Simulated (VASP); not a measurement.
Cu:

```
Cu
1.0
     0.00000    1.80750    1.80750
     1.80750    0.00000    1.80750
     1.80750    1.80750    0.00000
Cu
1
Direct
  0.00000 0.00000 0.00000
```

| Quantity | Value |
| --- | --- |
| Program | VASP 6.6.1 |
| Task | relaxation of volume and atoms at fixed shape |
| Functional | LDA |
| Potentials or basis | VASP PAW LDA potentials, release 64 (Cu_sv_GW) |
| Cutoff | 820 eV |
| k mesh | 19 × 19 × 19 |
| Occupations | gaussian, width 0.1 eV |
| Spin | no spin polarisation |

At the start: pressure -13.5 GPa; volume 11.81 Å³/atom.

Task: How do energy, volume and symmetry change on relaxing?

Result: Over 3 steps the energy falls by 42.8 meV/atom and the volume is 10.88 Å³/atom (-7.8 %); space group Fm-3m (No. 225, to 0.1 Å) before and after.

Step by step:
```csv
step,energy change (eV),largest force (eV/Å),pressure (GPa),volume (Å³)
1,0.0000,0.0000,-13.54,11.81
2,-0.0117,0.0000,15.21,10.19
3,-0.0428,0.0000,-0.12,10.88
```

Final structure:
```xyz
1
Lattice="0.0000 1.7590 1.7590 1.7590 0.0000 1.7590 1.7590 1.7590 0.0000" Properties=species:S:1:pos:R:3 pbc="T T T"
Cu    0.0000    0.0000    0.0000
```
